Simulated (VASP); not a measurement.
Wanted: the native input for a VASP 6.6.1 run.

```yaml
Task: relaxation of cell and atoms
Functional: r2SCAN
Potentials_or_basis: VASP PAW PBE potentials, release 64 (Cd, F)
Cutoff: 600 eV
k_mesh: 5 × 5 × 3
Occupations: gaussian, width 0.01 eV
Spin: no spin polarisation
Target_pressure: 20 GPa
Dipole_correction: no
Further_INCAR_settings: ALGO = Normal; EDIFF = 1e-07; IBRION = 2; EDIFFG = -0.02; NSW = 80; ISIF = 3
```

The system is CdF2.

```
Cd F
1.0
     3.19000    0.00000    0.00000
    -1.59500    2.76262    0.00000
     0.00000    0.00000    5.10400
Cd F
1 2
Direct
  0.00000 0.00000 0.00000
  0.33333 0.66667 0.25000
  0.66667 0.33333 0.75000
```

The input as run:

POSCAR

```
CdF2
1.0
    3.1900000000      0.0000000000      0.0000000000
   -1.5950000000      2.7626210381      0.0000000000
    0.0000000000      0.0000000000      5.1040000000
Cd F
1 2
Direct
    0.0000000000      0.0000000000      0.0000000000
    0.3333333333      0.6666666667      0.2500000000
    0.6666666667      0.3333333333      0.7500000000
```

INCAR.step1

```
SYSTEM = CdF2
PREC     = Accurate       ! precision mode
ENCUT    = 600            ! plane-wave cutoff, eV
ISMEAR   = 0              ! smearing method
SIGMA    = 0.01           ! smearing width, eV
LREAL    = .False.        ! projectors in reciprocal space
LASPH    = .True.         ! aspherical terms in the spheres
NELM     = 100            ! most SCF steps
GGA      = PE             ! functional
ALGO     = Normal         ! electronic algorithm
EDIFF    = 1E-4           ! SCF threshold, eV
LWAVE    = .True.         ! write WAVECAR
LCHARG   = .False.        ! write CHGCAR
```

INCAR.step2

```
SYSTEM = CdF2
PREC     = Accurate       ! precision mode
ENCUT    = 600            ! plane-wave cutoff, eV
EDIFF    = 1E-7           ! SCF threshold, eV
ISMEAR   = 0              ! smearing method
SIGMA    = 0.01           ! smearing width, eV
LREAL    = .False.        ! projectors in reciprocal space
LASPH    = .True.         ! aspherical terms in the spheres
NELM     = 100            ! most SCF steps
ALGO     = Normal         ! electronic algorithm
ISIF     = 3              ! what is computed and relaxed
LWAVE    = .False.        ! write WAVECAR
LCHARG   = .False.        ! write CHGCAR
METAGGA  = R2SCAN         ! meta-GGA
LMIXTAU  = .True.       
IBRION   = 2              ! ionic algorithm
NSW      = 80             ! ionic steps
EDIFFG   = -0.02          ! ionic threshold
PSTRESS  = 200.0        
ISTART   = 1
```

KPOINTS

```
regular mesh
0
Gamma
  5 5 3
  0 0 0
```

Potentials or basis: VASP PAW PBE potentials, release 64 (Cd, F).

Launch:

```sh
$ cat potpaw_PBE.64/Cd/POTCAR potpaw_PBE.64/F/POTCAR > POTCAR
$ cp INCAR.step1 INCAR
$ mpirun -np 1 vasp_std > vasp.out
$ cp INCAR.step2 INCAR
$ mpirun -np 1 vasp_std > vasp.out
```

Results of the run:

| Quantity | Value |
| --- | --- |
| Relaxed volume | 10.94 Å³/atom |
| Relaxed cell | a = 3.486 Å, b = 3.486 Å, c = 3.120 Å, α = 90.00°, β = 90.00°, γ = 120.00° |
| Space group after relaxing (to 0.05 Å) | P-3m1 (No. 164) |
| Energy change on relaxing (the enthalpy is what falls) | +5.9 meV/atom |
| Ionic steps | 34 |
| Pressure after relaxing | 20.1 GPa |
| Largest force after relaxing | 0.004 eV/Å |
| Band gap on the k mesh | 3.23 eV, indirect (least direct gap 4.01 eV) |

Caveat: the k points lie up to 0.67 Å⁻¹ apart in the final cell; the cell is relaxed towards a set pressure, so the enthalpy falls and the energy may rise; the volume moved by over 15 % at a fixed basis, so the end points are rough; the PAW data sets were made with another functional, which shifts forces and pressure a little.

It took 14 min on 1 thread of Intel(R) Xeon(R) 6975P-C (Granite Rapids), on a shared host, peak memory 0.24 GiB.
